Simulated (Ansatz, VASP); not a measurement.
# One calculation of LaSi2OsRu2, two programs

```xyz
6
Lattice="4.3663 0.0000 0.0000 0.0000 4.3663 0.0000 0.0000 0.0000 5.8708" Properties=species:S:1:pos:R:3 pbc="T T T"
La    0.0000    0.0000    2.9354
Os    0.0000    0.0000    0.0000
Si    2.1832    2.1832    1.4894
Si    2.1832    2.1832    4.3814
Ru    0.0000    2.1832    0.0000
Ru    2.1832    0.0000    0.0000
```

Alike in both runs: task relaxation of cell and atoms; functional PBE; k mesh 4 × 4 × 3; occupations gaussian, width 0.024 eV; no spin polarisation.

|  | VASP | Ansatz |
| --- | --- | --- |
| version | VASP 6.6.1 | Ansatz 0.2.0 |
| potentials or method | VASP PAW PBE potentials, release 64 (La, Os, Si, Ru_pv), cutoff 600 eV | PAW plane waves |
| valence electrons in the cell | 55 | 67 |

Ansatz gave:

| Property | Result |
| --- | --- |
| gap on the k mesh at the Fermi level, each at its own relaxed structure (eV) | none |
| relaxed volume (Å³/atom) | 20.38 |
| relaxed cell length with the largest relative difference (Å) | 4.710 |

Task: Estimate VASP's values.

Result: gap on the k mesh at the Fermi level, each at its own relaxed structure (eV): none; relaxed volume (Å³/atom): 20.42; relaxed cell length with the largest relative difference (Å): 4.715.

A gap of «none» marks a metal or a gap that the smearing closes. VASP's potentials hold 55 valence electrons a cell and Ansatz's 67, so a difference there can come from the potentials and not from the codes.

Spin-orbit coupling is off throughout.
